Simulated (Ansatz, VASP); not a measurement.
**One calculation of F, two programs**

The input INCAR:

```
SYSTEM = F
PREC = Accurate ; ENCUT = 520
EDIFF = 1E-6 ; ISMEAR = 0
SIGMA = 0.05 ; LREAL = .FALSE.
LASPH = .TRUE. ; NELM = 100
ALGO = Normal ; ISIF = 2
LWAVE = .FALSE. ; LCHARG = .FALSE.
GGA = PS ; NBANDS = 22
```

Contents of KPOINTS:

```
regular mesh
0
G
  4 4 2
  0 0 0
```

The input POSCAR:

```
F
1.0
    3.0111171686     -1.7305922359     -0.2322433325
    3.0111171686      1.7305922359     -0.2322433325
   -2.2641300902      0.0000000000      6.9305478688
F
4
Direct
    0.0848459664      0.0848459664      0.0740235354
    0.9151540336      0.9151540336      0.9259764646
    0.5015719855      0.5015719855      0.5937195244
    0.4984280145      0.4984280145      0.4062804756
```

Input for Ansatz:

```yaml
crystal:
  lattice:
    - [3.0111171686, -1.7305922359, -0.2322433325]
    - [3.0111171686, 1.7305922359, -0.2322433325]
    - [-2.2641300902, 0.0, 6.9305478688]
  atoms:
    - { symbol: F, position: [0.0848459664, 0.0848459664, 0.0740235354] }
    - { symbol: F, position: [0.9151540336, 0.9151540336, 0.9259764646] }
    - { symbol: F, position: [0.5015719855, 0.5015719855, 0.5937195244] }
    - { symbol: F, position: [0.4984280145, 0.4984280145, 0.4062804756] }
basis:
  ecutwfc: 520.0
kpoints:
  mp_grid: { grid: [4, 4, 2] }
hamiltonian:
  xc: pbesol
scf:
  occupations: { method: gaussian, width: 0.05 }
output:
  forces: true
  stress: true
  eigenvalues: true
```

Alike in both runs: task single point; functional PBEsol; k mesh 4 × 4 × 2; occupations gaussian, width 0.05 eV; no spin polarisation.

```csv
,VASP,Ansatz
version,VASP 6.6.1,Ansatz 0.2.0
potentials or method,"VASP PAW PBE potentials, release 64 (F), cutoff 520 eV","scalar-relativistic, plane waves, PAW"
valence electrons in the cell,28,28
```

|  | VASP | Ansatz | Ansatz less VASP |
| --- | --- | --- | --- |
| gap on the k mesh at the Fermi level (eV) | 2.96 | 3.03 | +0.072 |
| least direct gap on the mesh (eV) | 3.04 | 3.11 | +0.072 |
| pressure (GPa) | 20.0 | 17.6 | -2.42 |
| traceless stress, the component that is largest in VASP (GPa) | 23.87 | 20.82 | -3.050 |
| rms of the force components (eV/Å) | 8.334 | 7.172 | -1.1613 |

VASP's potentials were made for PBE, not for PBEsol. Atom by atom the forces differ by 1.166 eV/Å (rms over components).

The k mesh is coarse, so the values compare programs but aren't converged. Noted on VASP's run: the standard files for N, O and F lose accuracy on very short bonds.
